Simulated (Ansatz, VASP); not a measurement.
SiC: VASP beside Ansatz

```
Si C
1.0
     1.56908   -2.71982    0.00000
     1.56908    2.71982    0.00000
     0.00000    0.00000   15.41848
Si C
6 6
Direct
  0.16666 0.83334 0.85772
  0.83334 0.16666 0.35772
  0.50011 0.49989 0.52451
  0.49989 0.50011 0.02451
  0.83344 0.16656 0.69123
  0.16656 0.83344 0.19123
  0.50018 0.49982 0.64981
  0.49982 0.50018 0.14981
  0.16662 0.83338 0.98268
  0.83338 0.16662 0.48268
  0.83340 0.16660 0.81619
  0.16660 0.83340 0.31619
```

Change from the starting cell: volume scaled by 1.06, ions relaxed.

Alike in both runs: functional PBE; k mesh 16 × 16 × 3; occupations fermi-dirac, width 0.02 eV; no spin polarisation.

Ansatz relaxed the structure, and its values are those at the end. VASP's run is a single point on that final structure, the one shown.

```csv
,VASP,Ansatz
version,VASP 6.6.1,Ansatz 0.2.0
potentials or method,"VASP PAW PBE potentials, release 64 (Si, C)","plane-wave PAW, scalar-relativistic"
plane-wave cutoff (eV),520,420
valence electrons in the cell,48,48
```

|  | VASP | Ansatz | Ansatz less VASP |
| --- | --- | --- | --- |
| gap on the k mesh at the Fermi level (eV) | 2.02 | 2.02 | +0.001 |
| pressure (GPa) | -8.6 | -8.5 | +0.03 |
| rms of the force components (eV/Å) | 0.005 | 0.005 | -0.0002 |

With one functional, cell and mesh, what is left measures potentials, basis and numerics. Ansatz's warnings: stress scf threshold loose.
